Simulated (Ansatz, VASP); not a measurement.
CuO in VASP and in Ansatz

The input INCAR:

```
ALGO     = Normal         # electronic algorithm
EDIFF    = 1E-6           # SCF threshold, eV
ENCUT    = 520            # plane-wave cutoff, eV
GGA      = PE             # functional
ISIF     = 2              # what is computed and relaxed
ISMEAR   = 0              # smearing method
ISPIN    = 2              # spin polarisation
LASPH    = True           # aspherical terms in the spheres
LCHARG   = False          # write CHGCAR
LDAU     = True           # DFT+U
LDAUJ    = 0 0          
LDAUL    = 2 -1           # shell
LDAUPRINT= 1            
LDAUTYPE = 2            
LDAUU    = 4 0            # U, eV
LMAXMIX  = 4              # l up to which the mixer works
LORBIT   = 11             # projections on sites
LREAL    = False          # projectors in reciprocal space
LWAVE    = False          # write WAVECAR
MAGMOM   = 1 1 0 0        # initial moments
NBANDS   = 29             # bands
NELM     = 150            # most SCF steps
PREC     = Accurate       # precision mode
SIGMA    = 0.05           # smearing width, eV
```

KPOINTS

```
k-points
0
Gamma
  8 8 6
```

The input POSCAR:

```
CuO
1.0
    2.3446497597     -1.7133998245      0.0000000000
    2.3446497597      1.7133998245      0.0000000000
   -0.8605499119      0.0000000000      5.0594394816
Cu O
2 2
Direct
    0.0032000000      0.4968000000      0.0000000000
    0.4968000000      0.0032000000      0.5000000000
    0.5714000000      0.4056000000      0.2537000000
    0.4056000000      0.5714000000      0.7537000000
```

Input for Ansatz:

```yaml
crystal:
  lattice:
    - [2.3446497597, -1.7133998245, 0.0]
    - [2.3446497597, 1.7133998245, 0.0]
    - [-0.8605499119, 0.0, 5.0594394816]
  atoms:
    - { symbol: Cu, position: [0.0032, 0.4968, 0.0], spin: 1.0 }
    - { symbol: Cu, position: [0.4968, 0.0032, 0.5], spin: 1.0 }
    - { symbol: O, position: [0.5714, 0.4056, 0.2537] }
    - { symbol: O, position: [0.4056, 0.5714, 0.7537] }
basis:
  ecutwfc: 420
  ecutrho_ratio: 4
kpoints:
  mp_grid: { grid: [8, 8, 6] }
hamiltonian:
  xc: pbe
  hubbard: { sites: [{ species: Cu, l: d, u_eff: 4.0 }] }
scf:
  occupations: { method: gaussian, width: 0.05 }
  lower_state_search: "off"
output:
  forces: true
  stress: true
  eigenvalues: true
  populations: true
  hubbard: { sites: [{ species: Cu, l: d }] }
magnetization:
  spin_polarized: true
checkpoint:
  read: start.run
  write: ck
  compress: false
  write_wavefunctions: false
  write_every: 100000
```

Alike in both runs: task single point; functional PBE; k mesh 8 × 8 × 6; occupations gaussian, width 0.05 eV; collinear spin; Hubbard terms Cu d U = 4.0 eV.

```csv
,VASP,Ansatz
version,VASP 6.6.1,Ansatz 0.2.0
potentials or method,"VASP PAW PBE potentials, release 64 (Cu, O), cutoff 520 eV","scalar-relativistic, plane waves, PAW"
valence electrons in the cell,34,50
```

|  | VASP | Ansatz | Ansatz less VASP |
| --- | --- | --- | --- |
| gap on the k mesh at the Fermi level (eV) | none | none | - |
| pressure (GPa) | 4.9 | 8.4 | +3.54 |
| traceless stress, the component that is largest in VASP (GPa) | -0.63 | -0.68 | -0.051 |
| rms of the force components (eV/Å) | 0.453 | 0.481 | +0.0285 |
| net moment per atom (μB) | 0.50 | 0.48 | -0.023 |
| size of the moment on the site where the two differ most (μB) | 0.66 | 0.60 | -0.059 |

Site moments also hang on the region over which each program counts them. The programs project onto different local orbitals, so the same U acts differently, and such runs can settle in different states. Atom by atom the forces differ by 0.029 eV/Å (rms over components). A gap of «none» marks a metal or a gap that the smearing closes. VASP's potentials hold 34 valence electrons a cell and Ansatz's 50, so a difference there can come from the potentials and not from the codes. Ansatz's warnings: filled band counts differ across k points.
